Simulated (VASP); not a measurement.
Wanted: the native input for a VASP 6.6.1 run.

| Property | Result |
| --- | --- |
| Task | relaxation of shape and atoms at fixed volume |
| Functional | PBE |
| Potentials or basis | VASP PAW PBE potentials, release 64 (Ni, O) |
| Cutoff | 600 eV |
| k mesh | 12 × 12 × 8 |
| Occupations | gaussian, width 0.05 eV |
| Spin | collinear spin, antiferromagnetic start |
| Starting moments | [1.49, -1.49, 0.0, 0.0] μB |
| Dipole correction | no |
| Further INCAR settings | ALGO = Normal; EDIFF = 1e-07; IBRION = 2; EDIFFG = -0.01; NSW = 60; ISIF = 4 |

The structure of NiO lies in POSCAR:

```
NiO
1.0
    2.9869911747      0.0000000000      0.0000000000
   -1.4934955874      2.5868102382      0.0000000000
    0.0000000000      0.0000000000      5.1447653449
Ni O
2 2
Direct
    0.0000000000      0.0000000000      0.0000000000
    0.0000000000      0.0000000000      0.5000000000
    0.3333333333      0.6666666667      0.2499999537
    0.6666666667      0.3333333333      0.7500000463
```

One way to write it, as run:

INCAR

```
PREC = Accurate ; ENCUT = 600
EDIFF = 1E-7 ; ISMEAR = 0
SIGMA = 0.05 ; LREAL = F
LASPH = T ; NELM = 150
ALGO = Normal ; ISIF = 4
LWAVE = F ; LCHARG = F
ISPIN = 2 ; MAGMOM = 1.49 -1.49 0 0
LORBIT = 11 ; LMAXMIX = 4
GGA = PE ; IBRION = 2
NSW = 60 ; EDIFFG = -0.01
```

KPOINTS

```
regular mesh
0
Gamma
  12 12 8
```

Potentials or basis: VASP PAW PBE potentials, release 64 (Ni, O).

Launch:

```bash
$ cat potpaw_PBE.64/Ni/POTCAR potpaw_PBE.64/O/POTCAR > POTCAR
$ mpirun -np 1 vasp_std > vasp.out
```

Results of the run:

```json
{"Energy gained by relaxing": "0.1 meV/atom", "Ionic steps": "3", "Pressure after relaxing": "-11.3 GPa", "Band gap on the k mesh": "0.71 eV (least direct gap 0.83 eV)", "Net moment": "0.00 μB per cell", "Site moments": "Ni +1.35, -1.35; O +0.00 μB", "Valence electrons inside the program's atomic spheres": "Ni 8.90; O 4.92"}
```

It took 8.1 min on 1 thread of Oxide Virtual Turin-like Processor (shared host), peak memory 0.24 GiB.
